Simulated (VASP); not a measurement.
# Mg (P6_3/mmc) in VASP: single point with PBE

Aim: the single point of Mg with PBE.

Program: VASP 6.6.1. These are calculated values, not measurements. Logs are shortened: lines on timing, memory, paths and dates and some standing lists are left out, and cuts for length are marked.

## 1. The cell of the first run

It takes space group P6_3/mmc (No. 194, hexagonal). Conventional cell: a = 3.095 Å, b = 3.095 Å, c = 5.246 Å, α = 90.00°, β = 90.00°, γ = 120.00°. Mg (site symmetry -6m2) has 12 Mg at 3.10 to 3.17 Å within 4.1 Å.

## 2. Single point, PBE

File INCAR:

```
SYSTEM = Mg
  PREC = Accurate
  ENCUT = 520
  EDIFF = 1E-6
  ISMEAR = 0
  SIGMA = 0.1
  LREAL = .FALSE.
  LASPH = .TRUE.
  NELM = 80
  ALGO = Normal
  ISIF = 2
  LWAVE = .FALSE.
  LCHARG = .TRUE.
  GGA = PE
  LELF = .TRUE.
  LVHAR = .TRUE.
  NBANDS = 9
```

File KPOINTS:

```
regular mesh
0
G
  12 12 7
  0 0 0
```

File POSCAR:

```
Mg
1.0
    3.0950015819      0.0000000000      0.0000000000
   -1.5475007910      2.6803499947      0.0000000000
    0.0000000000      0.0000000000      5.2455872340
Mg
2
Direct
    0.6666666667      0.3333333333      0.2500000000
    0.3333333333      0.6666666667      0.7500000000
```

Potentials or basis: VASP PAW PBE potentials, release 64 (Mg).

Launch:

```
> cat potpaw_PBE.64/Mg/POTCAR > POTCAR
> mpirun -np 1 vasp_std > vasp.out
```

OUTCAR:

```text
SYSTEM = Mg
   PREC = Accurate
   ENCUT = 520
   EDIFF = 1E-6
   ISMEAR = 0
   LREAL = .FALSE.
   LASPH = .TRUE.
   NELM = 80
   ISIF = 2
   GGA = PE

 ion  position               nearest neighbor table
   1  0.667  0.333  0.250-   2 3.17   2 3.17   2 3.17   2 3.17   2 3.17   2 3.17
   2  0.333  0.667  0.750-   1 3.17   1 3.17   1 3.17   1 3.17   1 3.17   1 3.17

  LATTYP: Found a hexagonal cell.
 ALAT       =     3.0950015819
 C/A-ratio  =     1.6948576908

  Lattice vectors:

 A1 = (   3.0950015819,   0.0000000000,   0.0000000000)
 A2 = (  -1.5475007910,   2.6803499947,   0.0000000000)
 A3 = (   0.0000000000,   0.0000000000,   5.2455872340)

Analysis of symmetry for initial positions (statically):
=====================================================================
 Subroutine PRICEL returns:
 Original cell was already a primitive cell.

 Routine SETGRP: Setting up the symmetry group for a
 hexagonal supercell.

 Subroutine GETGRP returns: Found 24 space group operations
 (whereof 12 operations were pure point group operations)
 out of a pool of 24 trial point group operations.

The static configuration has the point symmetry D_3d.
 The point group associated with its full space group is D_6h.

Analysis of symmetry for dynamics (positions and initial velocities):
=====================================================================
 Subroutine PRICEL returns:
 Original cell was already a primitive cell.

 Routine SETGRP: Setting up the symmetry group for a
 hexagonal supercell.

 Subroutine GETGRP returns: Found 24 space group operations
 (whereof 12 operations were pure point group operations)
 out of a pool of 24 trial point group operations.

The dynamic configuration has the point symmetry D_3d.
 The point group associated with its full space group is D_6h.

 Subroutine INISYM returns: Found 24 space group operations
 (whereof 12 operations are pure point group operations),
 and found     1 'primitive' translations

----------------------------------------------------------------------------------------

                                     Primitive cell

  volume of cell :      43.5158

  direct lattice vectors                    reciprocal lattice vectors
     3.095001582  0.000000000  0.000000000     0.323101612  0.186542803  0.000000000
    -1.547500791  2.680349995  0.000000000     0.000000000  0.373085605  0.000000000
     0.000000000  0.000000000  5.245587234     0.000000000  0.000000000  0.190636426

  length of vectors
     3.095001582  3.095001582  5.245587234     0.373085605  0.373085605  0.190636426

  position of ions in fractional coordinates (direct lattice)
     0.666666667  0.333333333  0.250000000
     0.333333333  0.666666667  0.750000000

  ion indices of the primitive-cell ions
   primitive index   ion index
                 1           1
                 2           2

----------------------------------------------------------------------------------------

 KPOINTS: regular mesh

Automatic generation of k-mesh.
 Grid dimensions read from file:
 generate k-points for:   12   12    7

 Generating k-lattice:

  Cartesian coordinates                     Fractional coordinates (reciprocal lattice)
     0.026925134  0.015545234  0.000000000     0.083333333  0.000000000  0.000000000
     0.000000000  0.031090467  0.000000000     0.000000000  0.083333333  0.000000000
     0.000000000  0.000000000  0.027233775     0.000000000  0.000000000  0.142857143

  Length of vectors
     0.031090467  0.031090467  0.027233775

  Shift w.r.t. Gamma in fractional coordinates (k-lattice)
     0.000000000  0.000000000  0.000000000

 Subroutine IBZKPT returns following result:
 ===========================================

 Found     76 irreducible k-points:

 Following reciprocal coordinates:
            Coordinates               Weight
  0.000000  0.000000  0.000000      1.000000
  0.083333  0.000000  0.000000      6.000000
  0.166667  0.000000  0.000000      6.000000
  0.250000  0.000000  0.000000      6.000000
  0.333333  0.000000  0.000000      6.000000
  0.416667  0.000000  0.000000      6.000000
[... 16 lines left out ...]
  0.250000  0.000000  0.142857     12.000000
  0.333333  0.000000  0.142857     12.000000
 [... further k-points ...]
   k-points           NKPTS =     76   k-points in BZ     NKDIM =     76   number of bands    NBANDS=      9
   number of dos      NEDOS =    301   number of ions     NIONS =      2
   total plane-waves  NPLWV =  23040
   dimension x,y,z NGX =    24 NGY =   24 NGZ =   40
   dimension x,y,z NGXF=    48 NGYF=   48 NGZF=   80
   ions per type =               2
   NGX,Y,Z   is equivalent  to a cutoff of  12.89, 12.89, 12.68 a.u.
   NGXF,Y,Z  is equivalent  to a cutoff of  25.78, 25.78, 25.35 a.u.
 SYSTEM =  Mg
   PREC   = accura    normal or accurate (medium, high low for compatibility)
   ISTART =      0    job   : 0-new  1-cont  2-samecut
   ICHARG =      2    charge: 1-file 2-atom 10-const
   ISPIN  =      1    spin polarized calculation?
   LNONCOLLINEAR =      F non collinear calculations
   LSORBIT =      F    spin-orbit coupling
   LASPH  =      T    aspherical Exc in radial PAW
   ENCUT  =  520.0 eV  38.22 Ry    6.18 a.u.   5.75  5.75  9.75*2*pi/ulx,y,z
   NELM   =     80;   NELMIN=  2; NELMDL= -5     # of ELM steps
   EDIFF  = 0.1E-05   stopping-criterion for ELM
   LREAL  =      F    real-space projection
   EDIFFG = 0.1E-04   stopping-criterion for IOM
   NSW    =      0    number of steps for IOM
   IBRION =     -1    ionic relax: 0-MD 1-quasi-New 2-CG
   NFREE  =      0    steps in history (QN), initial steepest desc. (CG)
   ISIF   =      2    stress and relaxation
   ISYM   =      2    0-nonsym 1-usesym 2-fastsym
   POTIM  = 0.5000    time-step for ionic-motion
   TEBEG  =    0.0;   TEEND  =   0.0 temperature during run
   PSTRESS=    0.0 pullay stress
   NELECT =       4.0000    total number of electrons
   NUPDOWN=      -1.0000    fix difference up-down
   EMIN   =  10.00;   EMAX   =-10.00  energy-range for DOS
   EFERMI =   0.00;   METHOD = LEGACY
   ISMEAR =     0;   SIGMA  =   0.10  broadening in eV -4-tet -1-fermi 0-gaus
   EFERMI_NEDOS =   21; number of points for ismear=-14 and -15
   IALGO  =     38    algorithm
   IMIX   =      4    mixing-type and parameters
     AMIX     =   0.40;   BMIX     =  1.00
     AMIX_MAG =   1.60;   BMIX_MAG =  1.00
  volume/ion in A,a.u.               =      21.76       146.83
  Fermi-wavevector in a.u.,A,eV,Ry     =   0.738833  1.396191  7.427060  0.545873
  Thomas-Fermi vector in A             =   1.832850
   LORBIT       =      0    0 simple, 1 ext, 2 COOP (PROOUT), +10 PAW based schemes
   GGA     = PE    functional components
   LHFCALC =     F    Hartree Fock is set to
   AEXX    =    0.0000 exact exchange contribution
   IVDW    =     0    specifies the selected vdW correction
   LEPSILON=     F    determine dielectric tensor
   LRPA    =     F    only Hartree local field effects (RPA)
 non-spin polarized calculation
 Gauss-broadening in eV      SIGMA  =   0.10
  energy-cutoff  :      520.00
  volume of cell :       43.52
 maximum number of plane-waves:      1186
 NGX is ok and might be reduce to    24
   NGX = 11   NGY = 11   NGZ = 19

 number of electron       4.0000000 magnetization

 Free energy of the ion-electron system (eV)
  ---------------------------------------------------
  ext. energy  EPLUGINS =         0.00000000
  ---------------------------------------------------
  free energy    TOTEN  =        -2.98253808 eV

  energy without entropy =       -2.97648667  energy(sigma->0) =       -2.97951238

 E-fermi :   2.9128     XC(G=0):  -8.6582

 val. band max:        2.9071148038   @ k =   0.1667   0.1667   0.0000
 cond. band min:       2.9205076956   @ k =   0.3333   0.1667   0.1429
 fundamental gap:      0.0133928918
 Fermi energy:         2.9128090601

 k-point     1 :       0.0000    0.0000    0.0000
  band No.  band energies     occupation
      1      -4.2465      2.00000
      2       0.9259      2.00000
      3       1.2790      2.00000
      4      14.6427      0.00000
      5      14.6427      0.00000
      6      14.6510      0.00000
      7      14.9716      0.00000
      8      14.9716      0.00000
      9      16.7484      0.00000

 k-point     2 :       0.0833    0.0000    0.0000
  band No.  band energies     occupation
      1      -4.1007      2.00000
      2       1.0590      2.00000
      3       1.4209      2.00000
      4      12.2824      0.00000
      5      13.5008      0.00000
      6      14.1364      0.00000
      7      15.3917      0.00000
      8      16.2409      0.00000
      9      16.8436      0.00000

 k-point     3 :       0.1667    0.0000    0.0000
  band No.  band energies     occupation
      1      -3.6646      2.00000
      2       1.4583      2.00000
      3       1.8410      2.00000
      4       9.6274      0.00000
      5      12.4325      0.00000
      6      12.8059      0.00000
      7      14.3190      0.00000
      8      14.9228      0.00000
      9      16.5991      0.00000

 k-point     4 :       0.2500    0.0000    0.0000
  band No.  band energies     occupation
      1      -2.9426      2.00000
      2       2.1248      2.00000
      3       2.5164      2.00000
      4       7.1574      0.00000
      5      11.2746      0.00000
      6      11.5986      0.00000
      7      11.7982      0.00000
      8      13.6809      0.00000
      9      15.9536      0.00000

 k-point     5 :       0.3333    0.0000    0.0000
  band No.  band energies     occupation
      1      -1.9416      2.00000
      2       3.0596      0.03795
      3       3.3032      0.00000
      4       5.0568      0.00000
      5       9.5169      0.00000
      6       9.6025      0.00000
      7      11.0034      0.00000
      8      12.6727      0.00000
      9      15.2599      0.00000

 k-point     6 :       0.4167    0.0000    0.0000
  band No.  band energies     occupation
      1      -0.6725      2.00000
      2       2.5470      2.00000
      3       4.2627      0.00000
      4       4.9713      0.00000
      5       7.5002      0.00000
      6       7.9216      0.00000
      7      10.6467      0.00000
      8      12.0908      0.00000
      9      14.8406      0.00000
[... 169 lines left out ...]
 k-point    21 :       0.0833    0.0000    0.1429
  band No.  band energies     occupation
      1      -3.9889      2.00000
      2      -0.1612      2.00000
      3       2.8342      1.73345
      4      12.3000      0.00000
      5      13.3553      0.00000
      6      13.5897      0.00000
      7      14.4135      0.00000
      8      16.1142      0.00000
      9      16.3990      0.00000

 k-point    22 :       0.1667    0.0000    0.1429
  band No.  band energies     occupation
      1      -3.5534      2.00000
      2       0.2549      2.00000
      3       3.2348      0.00001
      4       9.7189      0.00000
      5      12.5243      0.00000
      6      12.5711      0.00000
      7      13.2785      0.00000
      8      14.6971      0.00000
      9      15.7342      0.00000

 k-point    23 :       0.2500    0.0000    0.1429
  band No.  band energies     occupation
      1      -2.8322      2.00000
      2       0.9421      2.00000
      3       3.8778      0.00000
      4       7.2665      0.00000
      5      10.4801      0.00000
      6      11.6909      0.00000
      7      12.2544      0.00000
      8      13.9547      0.00000
      9      14.9438      0.00000

 k-point    24 :       0.3333    0.0000    0.1429
  band No.  band energies     occupation
      1      -1.8325      2.00000
      2       1.8812      2.00000
      3       4.4056      0.00000
      4       5.4173      0.00000
      5       8.3690      0.00000
      6      10.7587      0.00000
      7      11.0957      0.00000
      8      12.8797      0.00000
      9      14.3350      0.00000

 [... further k-points ...]

------------------------ aborting loop because EDIFF is reached ----------------------------------------

  FORCE on cell =-STRESS in cart. coord.  units (eV):
  Direction    XX          YY          ZZ          XY          YZ          ZX
  --------------------------------------------------------------------------------------
  -------------------------------------------------------------------------------------
  Total        0.8798193      0.8798193     -0.0447854     -0.0000000     -0.0000000     -0.0000000
  in kB       32.3934760     32.3934760     -1.6489223     -0.0000000     -0.0000000     -0.0000000
  external PRESSURE =      21.0460099 kB  Pullay stress =       0.0000000 kB

 VOLUME and BASIS-vectors are now :
 -----------------------------------------------------------------------------
  energy-cutoff  :      520.00
  volume of cell :       43.52
      direct lattice vectors                 reciprocal lattice vectors
     3.095001582  0.000000000  0.000000000     0.323101612  0.186542803  0.000000000
    -1.547500791  2.680349995  0.000000000     0.000000000  0.373085605  0.000000000
     0.000000000  0.000000000  5.245587234     0.000000000  0.000000000  0.190636426

 POSITION                                       TOTAL-FORCE (eV/Angst)
 -----------------------------------------------------------------------------------
      1.54750      0.89345      1.31140        -0.000000     -0.000000      0.000000
     -0.00000      1.78690      3.93419         0.000000      0.000000      0.000000
 -----------------------------------------------------------------------------------
    total drift:                                0.000000     -0.000000      0.000000

  FREE ENERGIE OF THE ION-ELECTRON SYSTEM (eV)
  ---------------------------------------------------
  free  energy   TOTEN  =        -2.9825380802 eV

  energy  without entropy=       -2.9764866738  energy(sigma->0) =       -2.97951238
```

Wall time 14 s (1 thread of Intel Xeon 8259CL, shared host); peak memory 0.17 GiB.

Results:

```yaml
Free_energy: -2.9825 eV
Pressure: 2.1 GPa
Band_gap_on_the_k_mesh: zero (bands 2 and 3 overlap by 2.72 eV)
```
